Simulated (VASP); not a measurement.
SrO, 4 atoms in the cell. It takes space group I4mm (No. 107, tetragonal). Conventional cell: a = 3.521 Å, b = 3.521 Å, c = 4.980 Å, α = 90.00°, β = 90.00°, γ = 90.00°. Sr (site symmetry 4mm) has 6 O at 2.44 to 2.54 Å within 3.2 Å. O (site symmetry 4mm) has 6 Sr at 2.44 to 2.54 Å within 3.2 Å.  This cell differs from its parent crystal: atoms displaced along a vibrational mode, the cell strained.

| Property | Result |
| --- | --- |
| Program | VASP 6.6.1 |
| Task | single point |
| Functional | LDA |
| Potentials or basis | VASP PAW LDA potentials, release 64 (Sr_sv, O) |
| Cutoff | 520 eV |
| k mesh | 9 × 9 × 8 |
| Occupations | gaussian, width 0.05 eV |
| Spin | no spin polarisation |
| Dipole correction | no |
| Further INCAR settings | ALGO = Normal; EDIFF = 1e-07; NBANDS = 24 |

Potentials or basis: VASP PAW LDA potentials, release 64 (Sr_sv, O).

The run is started by

```bash
$ cat potpaw_LDA.64/Sr_sv/POTCAR potpaw_LDA.64/O/POTCAR > POTCAR
$ mpirun -np 1 vasp_std > vasp.out
```

Hardware: 1 thread of Intel(R) Xeon(R) 6975P-C (Granite Rapids), on a shared host.

Task: Estimate the wall time of this run.

Result: Wall time 2.5 min on 1 thread of Intel(R) Xeon(R) 6975P-C (Granite Rapids), with other jobs on the host, peak memory 0.34 GiB. Counts: scf iterations 15, k points 185.
